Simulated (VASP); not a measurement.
Crystal: AlN.

```
CELL_PARAMETERS angstrom
3.05770 0.00000 0.00000
-1.52885 2.64805 0.00000
0.00000 0.00000 5.33910
ATOMIC_POSITIONS crystal
Al 0.33333 0.66667 0.00152
Al 0.66667 0.33333 0.50152
N 0.33333 0.66667 0.38348
N 0.66667 0.33333 0.88348
```

| Quantity | Value |
| --- | --- |
| Program | VASP 6.6.1 |
| Task | relaxation of the atoms |
| Functional | LDA |
| Potentials or basis | VASP PAW LDA potentials, release 64 (Al, N) |
| Cutoff | 520 eV |
| k mesh | 9 × 9 × 6 |
| Occupations | gaussian, width 0.05 eV |
| Spin | no spin polarisation |

At the start: pressure -7.8 GPa; volume 10.81 Å³/atom.

Question: How do energy, volume and symmetry change on relaxing?

Answer: Over 3 steps the energy falls by 8.0 meV/atom; space group P6_3mc (No. 186, to 0.05 Å).

Step by step:
```
step  energy change (eV)  largest force (eV/Å)  pressure (GPa)
   1              0.0000                0.5189           -7.83
   2             -0.0313                0.0884           -9.11
   3             -0.0321                0.0006           -9.31
```

Final structure:
```
Al N
1.0
     3.05770    0.00000    0.00000
    -1.52885    2.64805    0.00000
     0.00000    0.00000    5.33910
Al N
2 2
Direct
  0.33333 0.66667 0.00705
  0.66667 0.33333 0.50705
  0.33333 0.66667 0.37795
  0.66667 0.33333 0.87795
```
